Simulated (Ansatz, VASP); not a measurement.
**Cd3HgTe4: VASP beside Ansatz**

File INCAR:

```
SYSTEM = Cd3HgTe4
ALGO = Normal
EDIFF = 1E-7
EDIFFG = -0.01
ENCUT = 600
GGA = PE
IBRION = 2
ISIF = 3
ISMEAR = 0
LASPH = .TRUE.
LCHARG = .FALSE.
LREAL = .FALSE.
LWAVE = .FALSE.
NELM = 100
NSW = 100
PREC = Accurate
SIGMA = 0.01
```

KPOINTS

```
k-points
0
G
  6 6 6
  0 0 0
```

File POSCAR:

```
Cd3HgTe4
1.0
    6.6210082437      0.0000000000      0.0000000000
    0.0000000000      6.6210082437      0.0000000000
    0.0000000000      0.0000000000      6.6210082437
Cd Hg Te
3 1 4
Direct
    0.0000000000      0.5000000000      0.5000000000
    0.5000000000      0.0000000000      0.5000000000
    0.5000000000      0.5000000000      0.0000000000
    0.0000000000      0.0000000000      0.0000000000
    0.7490940393      0.7490940393      0.2509059607
    0.7490940393      0.2509059607      0.7490940393
    0.2509059607      0.7490940393      0.7490940393
    0.2509059607      0.2509059607      0.2509059607
```

Input for Ansatz:

```yaml
crystal:
  lattice:
    - [6.6210082437, 0.0, 0.0]
    - [0.0, 6.6210082437, 0.0]
    - [0.0, 0.0, 6.6210082437]
  atoms:
    - { symbol: Cd, position: [0.0, 0.5, 0.5] }
    - { symbol: Cd, position: [0.5, 0.0, 0.5] }
    - { symbol: Cd, position: [0.5, 0.5, 0.0] }
    - { symbol: Hg, position: [0.0, 0.0, 0.0] }
    - { symbol: Te, position: [0.7490940393, 0.7490940393, 0.2509059607] }
    - { symbol: Te, position: [0.7490940393, 0.2509059607, 0.7490940393] }
    - { symbol: Te, position: [0.2509059607, 0.7490940393, 0.7490940393] }
    - { symbol: Te, position: [0.2509059607, 0.2509059607, 0.2509059607] }
basis:
  ecutwfc: 420
kpoints:
  mp_grid: { grid: [6, 6, 6] }
hamiltonian:
  xc: pbe
scf:
  occupations: { method: gaussian, width: 0.01 }
output:
  forces: true
  stress: true
  eigenvalues: true
  write_density: true
  write_potential: true
  elf: true
  volumetric_format: npy
relax:
  adjacent_minimum: "off"
  f_tol: 0.01
  max_steps: 80
  cell: { stress_tol: 0.05 }
```

Alike in both runs: task relaxation of cell and atoms; functional PBE; k mesh 6 × 6 × 6; occupations gaussian, width 0.01 eV; no spin polarisation.

|  | VASP | Ansatz |
| --- | --- | --- |
| version | VASP 6.6.1 | Ansatz 0.2.0 |
| potentials or method | VASP PAW PBE potentials, release 64 (Cd, Hg, Te), cutoff 600 eV | scalar-relativistic, plane waves, PAW |
| valence electrons in the cell | 72 | 144 |

```tsv
	VASP	Ansatz	Ansatz less VASP
gap on the k mesh at the Fermi level, each at its own relaxed structure (eV)	0.17	0.18	+0.008
relaxed volume (Å³/atom)	36.47	36.42	-0.049
relaxed cell length with the largest relative difference (Å)	6.632	6.629	-0.0030
```

VASP's potentials hold 72 valence electrons a cell and Ansatz's 144, so a difference there can come from the potentials and not from the codes.

Neither program's run includes spin-orbit coupling.
